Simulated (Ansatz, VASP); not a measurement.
# Al: VASP beside Ansatz

File INCAR:

```
SYSTEM = Al
PREC = Accurate
ENCUT = 520
EDIFF = 1E-8
ISMEAR = -1
SIGMA = 0.05
LREAL = .False.
LASPH = .True.
NELM = 80
ALGO = Normal
ISIF = 2
LWAVE = .False.
LCHARG = .False.
GGA = PS
LEFG = .True.
NBANDS = 8
```

The input KPOINTS:

```
Automatic mesh
0
Gamma
  14 14 14
  0 0 0
```

The input POSCAR:

```
Al
1.0
    0.0000000000      1.9826626923      1.9826626923
    1.9826626923      0.0000000000      1.9826626923
    1.9826626923      1.9826626923      0.0000000000
Al
1
Direct
    0.0000000000      0.0000000000      0.0000000000
```

Input for Ansatz:

```yaml
crystal:
  lattice:
    - [0.0, 1.9826626923, 1.9826626923]
    - [1.9826626923, 0.0, 1.9826626923]
    - [1.9826626923, 1.9826626923, 0.0]
  atoms:
    - { symbol: Al, position: [0.0, 0.0, 0.0] }
kpoints:
  mp_grid: { grid: [14, 14, 14] }
scf:
  occupations: { method: fermi_dirac, width: 0.05 }
hamiltonian:
  xc: pbesol
  pseudopotentials: { kind: all_electron, datasets: crystal }
output:
  forces: true
  stress: true
  eigenvalues: true
  efg: { contact_densities: true }
```

Change from the starting cell: volume scaled by 0.94, crystal datasets.

Alike in both runs: task electric field gradients; functional PBEsol; k mesh 14 × 14 × 14; occupations fermi-dirac, width 0.05 eV; no spin polarisation.

|  | VASP | Ansatz |
| --- | --- | --- |
| version | VASP 6.6.1 | Ansatz 0.2.0 |
| potentials or method | VASP PAW PBE potentials, release 64 (Al), cutoff 520 eV | all-electron PAW with datasets made for the crystal, scalar-relativistic |

|  | VASP | Ansatz | Ansatz less VASP |
| --- | --- | --- | --- |
| pressure (GPa) | 3.1 | 3.1 | -0.09 |

VASP's potentials were made for PBE, not for PBEsol. Ansatz ran all-electron here, and VASP with PAW potentials.
